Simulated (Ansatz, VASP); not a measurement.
## One calculation of TiSi2, two programs

```
Ti Si
1.0
     0.00000    4.13518    4.27960
     2.40387    0.00000    4.27960
     2.40387    4.13518    0.00000
Ti Si
2 4
Direct
  0.75000 0.75000 0.75000
  0.50000 0.50000 0.50000
  0.08682 0.41318 0.08682
  0.41318 0.08682 0.41318
  0.16318 0.83682 0.16318
  0.83682 0.16318 0.83682
```

Alike in both runs: task single point; functional PBE; k mesh 14 × 14 × 14; occupations gaussian, width 0.15 eV; no spin polarisation.

|  | VASP | Ansatz |
| --- | --- | --- |
| version | VASP 6.6.1 | Ansatz 0.2.0 |
| potentials or method | VASP PAW PBE potentials, release 64 (Ti_sv, Si), cutoff 520 eV | scalar-relativistic, plane waves, PAW |
| valence electrons in the cell | 40 | 40 |

|  | VASP | Ansatz | Ansatz less VASP |
| --- | --- | --- | --- |
| gap on the k mesh at the Fermi level (eV) | none | none | - |
| pressure (GPa) | 0.0 | 0.0 | 0.00 |
| traceless stress, the component that is largest in VASP (GPa) | 0.28 | 0.28 | -0.003 |
| rms of the force components (eV/Å) | 0.003 | 0.003 | -0.0003 |

Atom by atom the forces differ by 0.000 eV/Å (rms over components). A gap of «none» marks a metal or a gap that the smearing closes. With one functional, cell and mesh, what is left measures potentials, basis and numerics.
